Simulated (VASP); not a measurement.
# Ir (Fm-3m) in VASP: relaxation of cell and atoms with LDA

Aim: the relaxation of cell and atoms of Ir with LDA.

Program: VASP 6.6.1. These are calculated values, not measurements. Logs are shortened: lines on timing, memory, paths and dates and some standing lists are left out, and cuts for length are marked.

**1. The cell of the first run**

The structure is cubic, space group Fm-3m (No. 225). Conventional cell: a = 3.840 Å, b = 3.840 Å, c = 3.840 Å, α = 90.00°, β = 90.00°, γ = 90.00°. Within 3.6 Å of Ir (site symmetry m-3m) lie 12 Ir at 2.72 Å.

**2. Relaxation of cell and atoms, LDA, target pressure 90 GPa, at which the enthalpy is minimised**

Contents of INCAR:

```
PREC = Accurate
ENCUT = 600
EDIFF = 1E-6
ISMEAR = 0
SIGMA = 0.1
LREAL = F
LASPH = T
NELM = 60
ALGO = Fast
ISIF = 3
LWAVE = F
LCHARG = F
IBRION = 2
NSW = 80
EDIFFG = -0.003
PSTRESS = 900.0
```

Contents of KPOINTS:

```
Automatic mesh
0
Gamma
  48 48 48
```

Contents of POSCAR:

```
Ir
1.0
    0.0000000000      1.9200000000      1.9200000000
    1.9200000000      0.0000000000      1.9200000000
    1.9200000000      1.9200000000      0.0000000000
Ir
1
Direct
    0.0000000000      0.0000000000      0.0000000000
```

Potentials or basis: VASP PAW LDA potentials, release 64 (Ir).

On the command line:

```sh
$ cat potpaw_LDA.64/Ir/POTCAR > POTCAR
$ mpirun -np 1 vasp_std > vasp.out
```

OUTCAR:

```text
PREC = Accurate
   ENCUT = 600
   EDIFF = 1E-6
   ISMEAR = 0
   LREAL = F
   LASPH = T
   NELM = 60
   ISIF = 3
   IBRION = 2
   NSW = 80
   EDIFFG = -0.003
   PSTRESS = 900.0

 ion  position               nearest neighbor table
   1  0.000  0.000  0.000-

  LATTYP: Found a face centered cubic cell.
 ALAT       =     3.8400000000

  Lattice vectors:

 A1 = (   0.0000000000,   1.9200000000,   1.9200000000)
 A2 = (   1.9200000000,   0.0000000000,   1.9200000000)
 A3 = (   1.9200000000,   1.9200000000,   0.0000000000)

Analysis of symmetry for initial positions (statically):
=====================================================================
 Subroutine PRICEL returns:
 Original cell was already a primitive cell.

 Routine SETGRP: Setting up the symmetry group for a
 face centered cubic supercell.

 Subroutine GETGRP returns: Found 48 space group operations
 (whereof 48 operations were pure point group operations)
 out of a pool of 48 trial point group operations.

The static configuration has the point symmetry O_h .

Analysis of symmetry for dynamics (positions and initial velocities):
=====================================================================
 Subroutine PRICEL returns:
 Original cell was already a primitive cell.

 Routine SETGRP: Setting up the symmetry group for a
 face centered cubic supercell.

 Subroutine GETGRP returns: Found 48 space group operations
 (whereof 48 operations were pure point group operations)
 out of a pool of 48 trial point group operations.

The dynamic configuration has the point symmetry O_h .

 Subroutine INISYM returns: Found 48 space group operations
 (whereof 48 operations are pure point group operations),
 and found     1 'primitive' translations

----------------------------------------------------------------------------------------

                                     Primitive cell

  volume of cell :      14.1558

  direct lattice vectors                    reciprocal lattice vectors
     0.000000000  1.920000000  1.920000000    -0.260416667  0.260416667  0.260416667
     1.920000000  0.000000000  1.920000000     0.260416667 -0.260416667  0.260416667
     1.920000000  1.920000000  0.000000000     0.260416667  0.260416667 -0.260416667

  length of vectors
     2.715290040  2.715290040  2.715290040     0.451054898  0.451054898  0.451054898

[... 101 lines left out ...]
  Thomas-Fermi vector in A             =   2.529935
   LORBIT       =      0    0 simple, 1 ext, 2 COOP (PROOUT), +10 PAW based schemes
   GGA     = CA    functional components
   LHFCALC =     F    Hartree Fock is set to
   AEXX    =    0.0000 exact exchange contribution
   IVDW    =     0    specifies the selected vdW correction
   LEPSILON=     F    determine dielectric tensor
   LRPA    =     F    only Hartree local field effects (RPA)
 conjugate gradient relaxation of ions
 non-spin polarized calculation
 RMM-DIIS sequential band-by-band and
 Gauss-broadening in eV      SIGMA  =   0.10
  energy-cutoff  :      600.00
  volume of cell :       14.16
 maximum number of plane-waves:       495
 NGX is ok and might be reduce to    24
   NGX = 11   NGY = 11   NGZ = 11

--------------------------------------- Ionic step        1  -------------------------------------------

 number of electron       9.0000000 magnetization

 Free energy of the ion-electron system (eV)
  ---------------------------------------------------
  ext. energy  EPLUGINS =         0.00000000
  ---------------------------------------------------
  free energy    TOTEN  =       -10.32338288 eV

  energy without entropy =      -10.31898338  energy(sigma->0) =      -10.32118313

------------------------ aborting loop because EDIFF is reached ----------------------------------------

  FORCE on cell =-STRESS in cart. coord.  units (eV):
  Direction    XX          YY          ZZ          XY          YZ          ZX
  --------------------------------------------------------------------------------------
  -------------------------------------------------------------------------------------
  Total       -0.5355363     -0.5355363     -0.5355363      0.0000000      0.0000000     -0.0000000
  in kB      -60.6130063    -60.6130063    -60.6130063      0.0000000      0.0000000     -0.0000000
  external PRESSURE =    -960.6130063 kB  Pullay stress =     900.0000000 kB
[... 94 lines left out ...]
  energy  without entropy=      -10.2493135195  energy(sigma->0) =      -10.25123049

  enthalpy is  TOTEN    =        -2.9071975596 eV   P V=        7.3459499059

[... ionic steps 4 to 20 ...]

--------------------------------------- Ionic step       21  -------------------------------------------

 number of electron       9.0000000 magnetization

------------------------ aborting loop because EDIFF is reached ----------------------------------------
[... 69 lines left out ...]
--------------------------------------- Ionic step       23  -------------------------------------------

 number of electron       9.0000000 magnetization

 Free energy of the ion-electron system (eV)
  ---------------------------------------------------
  ext. energy  EPLUGINS =         0.00000000
  ---------------------------------------------------
  free energy    TOTEN  =        -9.85268595 eV

  energy without entropy =       -9.84935536  energy(sigma->0) =       -9.85102065

 E-fermi :  13.5162     XC(G=0): -15.1249

 val. band max:       13.5154027391   @ k =   0.2917   0.2500   0.0000
 cond. band min:      13.5170023408   @ k =  -0.3750   0.1875   0.0000
 fundamental gap:      0.0015996017
 Fermi energy:        13.5161818510

 k-point     1 :       0.0000    0.0000    0.0000
  band No.  band energies     occupation
      1       0.5363      2.00000
      2       8.4783      2.00000
      3       8.4783      2.00000
      4       8.4783      2.00000
      5      12.0201      2.00000
      6      12.0201      2.00000
      7      27.3740      0.00000
      8      33.9708      0.00000
[... 243 lines left out ...]
 k-point    24 :       0.4792    0.0000    0.0000
  band No.  band energies     occupation
      1       3.4642      2.00000
      2       8.3348      2.00000
      3       8.3348      2.00000
      4      12.3753      2.00000
      5      14.7390      0.00000
      6      14.7390      0.00000
      7      22.8343      0.00000
      8      27.0153      0.00000

 [... further k-points ...]

------------------------ aborting loop because EDIFF is reached ----------------------------------------

  FORCE on cell =-STRESS in cart. coord.  units (eV):
  Direction    XX          YY          ZZ          XY          YZ          ZX
  --------------------------------------------------------------------------------------
  -------------------------------------------------------------------------------------
  Total        6.7212560      6.7212560      6.7212560      0.0000000      0.0000000      0.0000000
  in kB      900.2712161    900.2712161    900.2712161      0.0000000      0.0000000      0.0000000
  external PRESSURE =       0.2712161 kB  Pullay stress =     900.0000000 kB
[... 20 lines left out ...]
  energy  without entropy=       -9.8493553578  energy(sigma->0) =       -9.85102065

  enthalpy is  TOTEN    =        -3.1334548309 eV   P V=        6.7192311206

 reached required accuracy - stopping structural energy minimisation
```

Wall time 27 min (1 thread of AMD EPYC 9R45 (Zen 5), shared host); peak memory 0.61 GiB.

Results:

```yaml
Free_energy: -9.8527 eV
Relaxed_volume: 11.96 Å³/atom
Relaxed_cell: a = 2.567 Å, b = 2.567 Å, c = 2.567 Å, α = 60.00°, β = 60.00°, γ = 60.00°
Space_group_after_relaxing_to_0.1_Å: Fm-3m (No. 225)
Energy_change_on_relaxing_the_run_minimises_the_enthalpy: +470.7 meV/atom
Ionic_steps: 23
Pressure_after_relaxing: 90.0 GPa
Band_gap_on_the_k_mesh: zero (an odd number of electrons rules out a gap without spin polarisation)
```

The path:
```
step  energy change (eV)  largest force (eV/Å)  pressure (GPa)  volume (Å³)
   1              0.0000                0.0000           -6.06        14.16
   2            113.1981                0.0000         6949.00         2.92
   3              0.0702                0.0000           29.91        13.08
   4              0.2245                0.0000           57.41        12.50
   5              0.4983                0.0000           93.48        11.91
   6              0.4677                0.0000           89.73        11.97
   7              0.4678                0.0000           89.64        11.97
   8              0.4679                0.0000           89.65        11.97
   9              0.4679                0.0000           89.66        11.97
  10              0.4679                0.0000           89.66        11.97
  11              0.4679                0.0000           89.66        11.97
  12              0.4679                0.0000           89.66        11.97
  13              0.4679                0.0000           89.66        11.97
  14              0.4679                0.0000           89.66        11.97
  15              0.4679                0.0000           89.66        11.97
  16              0.4679                0.0000           89.66        11.97
  17              0.4680                0.0000           89.67        11.97
  18              0.4681                0.0000           89.68        11.97
  19              0.4683                0.0000           89.71        11.97
  20              0.4687                0.0000           89.74        11.97
  21              0.4696                0.0000           89.83        11.96
  22              0.4713                0.0000           90.09        11.96
  23              0.4707                0.0000           90.03        11.96
```

Final structure:
```
Ir
1.0
     0.00000    1.81518    1.81518
     1.81518    0.00000    1.81518
     1.81518    1.81518    0.00000
Ir
1
Cartesian
  0.0000 0.0000 0.0000
```

Caveat: the cell is relaxed towards a set pressure, so the run minimises the enthalpy, not the energy; the volume moved by over 15 % at a fixed basis, so the end points are rough; spin-orbit coupling is left out, which moves the levels of the heavy elements.
